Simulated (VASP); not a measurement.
# Ti (Fm-3m) in VASP: further runs

Ti is run at these levels: PBEsol; tasks: single point.

All numbers are computed with VASP 6.6.1; they aren't measurements. Logs are shortened: lines on timing, memory, paths and dates and some standing lists are left out, and cuts for length are marked.

### Step 1. The cell of the first run

The structure is cubic, space group Fm-3m (No. 225). The conventional cell has a = 4.059 Å, b = 4.059 Å, c = 4.059 Å, α = 90.00°, β = 90.00°, γ = 90.00°. Ti (site symmetry m-3m) has 12 Ti at 2.87 Å within 3.8 Å.

### Step 2. Single point, PBEsol

INCAR reads:

```
ALGO = Normal ; EDIFF = 1E-6
ENCUT = 520 ; GGA = PS
ISIF = 2 ; ISMEAR = -1
LASPH = True ; LCHARG = False
LREAL = False ; LWAVE = False
NBANDS = 12 ; NELM = 80
PREC = Accurate ; SIGMA = 0.1
```

KPOINTS reads:

```
k-points
0
Gamma
  22 22 22
```

POSCAR reads:

```
Ti
1.0
    0.0000000000      2.0292640165      2.0292640165
    2.0292640165      0.0000000000      2.0292640165
    2.0292640165      2.0292640165      0.0000000000
Ti
1
Direct
    0.0000000000      0.0000000000      0.0000000000
```

Potentials or basis: VASP PAW PBE potentials, release 64 (Ti_sv).

Run with:

```bash
> cat potpaw_PBE.64/Ti_sv/POTCAR > POTCAR
> mpirun -np 1 vasp_std > vasp.out
```

OUTCAR:

```text
EDIFF = 1E-6
   ENCUT = 520
   GGA = PS
   ISIF = 2
   ISMEAR = -1
   LASPH = True
   LREAL = False
   NELM = 80
   PREC = Accurate

 ion  position               nearest neighbor table
   1  0.000  0.000  0.000-

  LATTYP: Found a face centered cubic cell.
 ALAT       =     4.0585280330

  Lattice vectors:

 A1 = (   0.0000000000,   2.0292640165,   2.0292640165)
 A2 = (   2.0292640165,   0.0000000000,   2.0292640165)
 A3 = (   2.0292640165,   2.0292640165,   0.0000000000)

Analysis of symmetry for initial positions (statically):
=====================================================================
 Subroutine PRICEL returns:
 Original cell was already a primitive cell.

 Routine SETGRP: Setting up the symmetry group for a
 face centered cubic supercell.

 Subroutine GETGRP returns: Found 48 space group operations
 (whereof 48 operations were pure point group operations)
 out of a pool of 48 trial point group operations.

The static configuration has the point symmetry O_h .

Analysis of symmetry for dynamics (positions and initial velocities):
=====================================================================
 Subroutine PRICEL returns:
 Original cell was already a primitive cell.

 Routine SETGRP: Setting up the symmetry group for a
 face centered cubic supercell.

 Subroutine GETGRP returns: Found 48 space group operations
 (whereof 48 operations were pure point group operations)
 out of a pool of 48 trial point group operations.

The dynamic configuration has the point symmetry O_h .

 Subroutine INISYM returns: Found 48 space group operations
 (whereof 48 operations are pure point group operations),
 and found     1 'primitive' translations

----------------------------------------------------------------------------------------

                                     Primitive cell

  volume of cell :      16.7127

  direct lattice vectors                    reciprocal lattice vectors
     0.000000000  2.029264016  2.029264016    -0.246394750  0.246394750  0.246394750
     2.029264016  0.000000000  2.029264016     0.246394750 -0.246394750  0.246394750
     2.029264016  2.029264016  0.000000000     0.246394750  0.246394750 -0.246394750

  length of vectors
     2.869812694  2.869812694  2.869812694     0.426768226  0.426768226  0.426768226

  position of ions in fractional coordinates (direct lattice)
     0.000000000  0.000000000  0.000000000

  ion indices of the primitive-cell ions
   primitive index   ion index
                 1           1

----------------------------------------------------------------------------------------

 KPOINTS: k-points

Automatic generation of k-mesh.
 Grid dimensions read from file:
 generate k-points for:   22   22   22

 Generating k-lattice:

  Cartesian coordinates                     Fractional coordinates (reciprocal lattice)
    -0.011199761  0.011199761  0.011199761     0.045454545  0.000000000  0.000000000
     0.011199761 -0.011199761  0.011199761     0.000000000  0.045454545  0.000000000
     0.011199761  0.011199761 -0.011199761     0.000000000  0.000000000  0.045454545

  Length of vectors
     0.019398556  0.019398556  0.019398556

  Shift w.r.t. Gamma in fractional coordinates (k-lattice)
     0.000000000  0.000000000  0.000000000

 Subroutine IBZKPT returns following result:
 ===========================================

 Found    328 irreducible k-points:

 Following reciprocal coordinates:
            Coordinates               Weight
  0.000000  0.000000  0.000000      1.000000
  0.045455  0.000000  0.000000      8.000000
  0.090909  0.000000  0.000000      8.000000
  0.136364  0.000000  0.000000      8.000000
  0.181818  0.000000  0.000000      8.000000
  0.227273  0.000000  0.000000      8.000000
[... 16 lines left out ...]
  0.500000  0.045455  0.000000     24.000000
 -0.454545  0.045455  0.000000     24.000000
 [... further k-points ...]
   k-points           NKPTS =    328   k-points in BZ     NKDIM =    328   number of bands    NBANDS=     12
   number of dos      NEDOS =    301   number of ions     NIONS =      1
   total plane-waves  NPLWV =  13824
   dimension x,y,z NGX =    24 NGY =   24 NGZ =   24
   dimension x,y,z NGXF=    48 NGYF=   48 NGZF=   48
   ions per type =               1
   NGX,Y,Z   is equivalent  to a cutoff of  13.90, 13.90, 13.90 a.u.
   NGXF,Y,Z  is equivalent  to a cutoff of  27.81, 27.81, 27.81 a.u.
 SYSTEM =  unknown system
   PREC   = accura    normal or accurate (medium, high low for compatibility)
   ISTART =      0    job   : 0-new  1-cont  2-samecut
   ICHARG =      2    charge: 1-file 2-atom 10-const
   ISPIN  =      1    spin polarized calculation?
   LNONCOLLINEAR =      F non collinear calculations
   LSORBIT =      F    spin-orbit coupling
   LASPH  =      T    aspherical Exc in radial PAW
   ENCUT  =  520.0 eV  38.22 Ry    6.18 a.u.   5.34  5.34  5.34*2*pi/ulx,y,z
   NELM   =     80;   NELMIN=  2; NELMDL= -5     # of ELM steps
   EDIFF  = 0.1E-05   stopping-criterion for ELM
   LREAL  =      F    real-space projection
   EDIFFG = 0.1E-04   stopping-criterion for IOM
   NSW    =      0    number of steps for IOM
   IBRION =     -1    ionic relax: 0-MD 1-quasi-New 2-CG
   NFREE  =      0    steps in history (QN), initial steepest desc. (CG)
   ISIF   =      2    stress and relaxation
   ISYM   =      2    0-nonsym 1-usesym 2-fastsym
   POTIM  = 0.5000    time-step for ionic-motion
   TEBEG  =    0.0;   TEEND  =   0.0 temperature during run
   PSTRESS=    0.0 pullay stress
   NELECT =      12.0000    total number of electrons
   NUPDOWN=      -1.0000    fix difference up-down
   EMIN   =  10.00;   EMAX   =-10.00  energy-range for DOS
   EFERMI =   0.00;   METHOD = LEGACY
   ISMEAR =    -1;   SIGMA  =   0.10  broadening in eV -4-tet -1-fermi 0-gaus
   EFERMI_NEDOS =   21; number of points for ismear=-14 and -15
   IALGO  =     38    algorithm
   IMIX   =      4    mixing-type and parameters
     AMIX     =   0.40;   BMIX     =  1.00
     AMIX_MAG =   1.60;   BMIX_MAG =  1.00
  volume/ion in A,a.u.               =      16.71       112.78
  Fermi-wavevector in a.u.,A,eV,Ry     =   1.465953  2.770249 29.239165  2.149018
  Thomas-Fermi vector in A             =   2.581748
   LORBIT       =      0    0 simple, 1 ext, 2 COOP (PROOUT), +10 PAW based schemes
   GGA     = PS    functional components
   LHFCALC =     F    Hartree Fock is set to
   AEXX    =    0.0000 exact exchange contribution
   IVDW    =     0    specifies the selected vdW correction
   LEPSILON=     F    determine dielectric tensor
   LRPA    =     F    only Hartree local field effects (RPA)
 non-spin polarized calculation
  energy-cutoff  :      520.00
  volume of cell :       16.71
 maximum number of plane-waves:       465
 NGX is ok and might be reduce to    24
   NGX = 11   NGY = 11   NGZ = 11

 number of electron      12.0000002 magnetization

 Free energy of the ion-electron system (eV)
  ---------------------------------------------------
  ext. energy  EPLUGINS =         0.00000000
  ---------------------------------------------------
  free energy    TOTEN  =        -8.31064043 eV

  energy without entropy =       -8.25629145  energy(sigma->0) =       -8.28346594

 E-fermi :   8.5094     XC(G=0): -11.8207

 val. band max:        8.5066252261   @ k =  -0.3182   0.3182   0.0455
 cond. band min:       8.5121376187   @ k =   0.3636   0.0455   0.0000
 fundamental gap:      0.0055123926
 Fermi energy:         8.5094169688

 k-point     1 :       0.0000    0.0000    0.0000
  band No.  band energies     occupation
      1     -47.9025      2.00000
      2     -23.8086      2.00000
      3     -23.8086      2.00000
      4     -23.8086      2.00000
      5       2.3187      2.00000
      6       9.4093      0.00025
      7       9.4093      0.00025
      8       9.4093      0.00025
      9      11.1215      0.00000
     10      11.1215      0.00000
     11      23.9882      0.00000
     12      28.6096      0.00000

 k-point     2 :       0.0455    0.0000    0.0000
  band No.  band energies     occupation
      1     -47.8996      2.00000
      2     -23.8248      2.00000
      3     -23.8106      2.00000
      4     -23.8106      2.00000
      5       2.3885      2.00000
      6       9.3648      0.00039
      7       9.4353      0.00019
      8       9.4353      0.00019
      9      11.1040      0.00000
     10      11.1040      0.00000
     11      24.0538      0.00000
     12      28.0196      0.00000

 k-point     3 :       0.0909    0.0000    0.0000
  band No.  band energies     occupation
      1     -47.8911      2.00000
      2     -23.8720      2.00000
      3     -23.8165      2.00000
      4     -23.8165      2.00000
      5       2.5945      2.00000
      6       9.2399      0.00134
      7       9.5068      0.00009
      8       9.5068      0.00009
      9      11.0601      0.00000
     10      11.0601      0.00000
     11      24.2102      0.00000
     12      26.8392      0.00000
[... 286 lines left out ...]
 k-point    23 :       0.5000    0.0455    0.0000
  band No.  band energies     occupation
      1     -47.7558      2.00000
      2     -24.5700      2.00000
      3     -23.9161      2.00000
      4     -23.9098      2.00000
      5       5.8741      2.00000
      6       9.0138      0.01282
      7       9.3229      0.00059
      8       9.3609      0.00040
      9      12.2727      0.00000
     10      12.3723      0.00000
     11      17.1094      0.00000
     12      23.2875      0.00000

 k-point    24 :      -0.4545    0.0455    0.0000
  band No.  band energies     occupation
      1     -47.7568      2.00000
      2     -24.5651      2.00000
      3     -23.9183      2.00000
      4     -23.9064      2.00000
      5       5.8615      2.00000
      6       9.0059      0.01386
      7       9.3237      0.00058
      8       9.3459      0.00047
      9      12.1993      0.00000
     10      12.4033      0.00000
     11      17.1922      0.00000
     12      23.3080      0.00000

 [... further k-points ...]
[... 5 lines left out ...]
  --------------------------------------------------------------------------------------
  -------------------------------------------------------------------------------------
  Total       -0.0225062     -0.0225062     -0.0225062      0.0000000     -0.0000000      0.0000000
  in kB       -2.1575813     -2.1575813     -2.1575813      0.0000000     -0.0000000      0.0000000
  external PRESSURE =      -2.1575813 kB  Pullay stress =       0.0000000 kB

 VOLUME and BASIS-vectors are now :
 -----------------------------------------------------------------------------
  energy-cutoff  :      520.00
  volume of cell :       16.71
      direct lattice vectors                 reciprocal lattice vectors
     0.000000000  2.029264016  2.029264016    -0.246394750  0.246394750  0.246394750
     2.029264016  0.000000000  2.029264016     0.246394750 -0.246394750  0.246394750
     2.029264016  2.029264016  0.000000000     0.246394750  0.246394750 -0.246394750

 POSITION                                       TOTAL-FORCE (eV/Angst)
 -----------------------------------------------------------------------------------
      0.00000      0.00000      0.00000         0.000000     -0.000000      0.000000
 -----------------------------------------------------------------------------------
    total drift:                               -0.000000      0.000000      0.000000

  FREE ENERGIE OF THE ION-ELECTRON SYSTEM (eV)
  ---------------------------------------------------
  free  energy   TOTEN  =        -8.3106404262 eV

  energy  without entropy=       -8.2562914477  energy(sigma->0) =       -8.28346594
```

It took 37 s on 1 thread of Intel Xeon Platinum 8259CL at 2.50GHz (Skylake/Cascade Lake), shared host; peak memory 0.19 GiB.

What came out:

* Free energy: -8.3106 eV
* Pressure: -0.2 GPa
* Band gap on the k mesh: zero (band 6 reaches 9.41 eV, above the bottom of band 7 at 7.99 eV)

Caveat: the PAW data sets were made with another functional, which shifts forces and pressure a little.

### Step 3. Single point, PBEsol

INCAR reads:

```
SYSTEM = Ti
  PREC = Accurate
  ENCUT = 520
  EDIFF = 1E-7
  ISMEAR = -1
  SIGMA = 0.1
  LREAL = .False.
  LASPH = .True.
  NELM = 80
  ALGO = Normal
  ISIF = 2
  LWAVE = .False.
  LCHARG = .False.
  GGA = PS
  NBANDS = 12
```

KPOINTS reads:

```
Automatic mesh
0
Gamma
  22 22 22
  0 0 0
```

POSCAR is that of step 2.

Potentials or basis: VASP PAW PBE potentials, release 64 (Ti_sv).

Run with:

```bash
> cat potpaw_PBE.64/Ti_sv/POTCAR > POTCAR
> mpirun -np 1 vasp_std > vasp.out
```

Wall time 42 s (1 thread of Intel Xeon Platinum 8259CL at 2.50GHz (Skylake/Cascade Lake), shared host); peak memory 0.19 GiB.

Results (log left out):

```
Free energy            : -8.3106 eV
Pressure               : -0.2 GPa
Band gap on the k mesh : zero (band 6 reaches 9.41 eV, above the bottom of band 7 at 7.99 eV)
```

Levels at points of the mesh, in eV from the Fermi level:
```
           k point  band 2  band 3  band 4  band 5  band 6  band 7  band 8  band 9  band 10  band 11
(0.00, 0.00, 0.00)  -32.32  -32.32  -32.32   -6.19    0.90    0.90    0.90    2.61     2.61    15.48
(0.50, 0.00, 0.00)  -33.09  -32.42  -32.42   -2.69    0.74    0.77    0.77    3.76     3.76     8.59
(0.50, 0.50, 0.00)  -33.03  -32.59  -32.59   -2.72   -1.82    3.02    3.74    4.06     4.06    11.01
```

Caveat: the PAW data sets were made with another functional, which shifts forces and pressure a little.

[end of part 1 of 2]
